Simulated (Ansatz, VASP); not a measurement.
**Two plane-wave programs on KF**

```xyz
4
Lattice="1.7729 -5.4739 0.0000 1.7729 5.4739 0.0000 0.0000 0.0000 3.9925" Properties=species:S:1:pos:R:3 pbc="T T T"
K     1.7729   -1.3916    0.9981
K     1.7729    1.3916    2.9944
F     1.7729   -4.0608    0.9981
F     1.7729    4.0608    2.9944
```

Alike in both runs: functional PBE; k mesh 4 × 4 × 6; occupations gaussian, width 0.1 eV; no spin polarisation.

Ansatz relaxed the structure, and its values are those at the end. VASP's run is a single point on that final structure, the one shown.

|  | VASP | Ansatz |
| --- | --- | --- |
| version | VASP 6.6.1 | Ansatz 0.2.0 |
| potentials or method | VASP PAW PBE potentials, release 64 (K_sv, F), cutoff 520 eV | scalar-relativistic, plane waves, PAW |
| valence electrons in the cell | 32 | 32 |

Ansatz gave:

| Property | Result |
| --- | --- |
| gap on the k mesh at the Fermi level (eV) | 5.84 |
| least direct gap on the mesh (eV) | 5.86 |
| pressure (GPa) | 0.2 |
| rms of the force components (eV/Å) | 0.001 |

Task: Estimate VASP's values.

Result: gap on the k mesh at the Fermi level (eV): 5.83; least direct gap on the mesh (eV): 5.85; pressure (GPa): 0.2; rms of the force components (eV/Å): 0.004.

The k mesh is coarse, so the values compare programs but aren't converged.
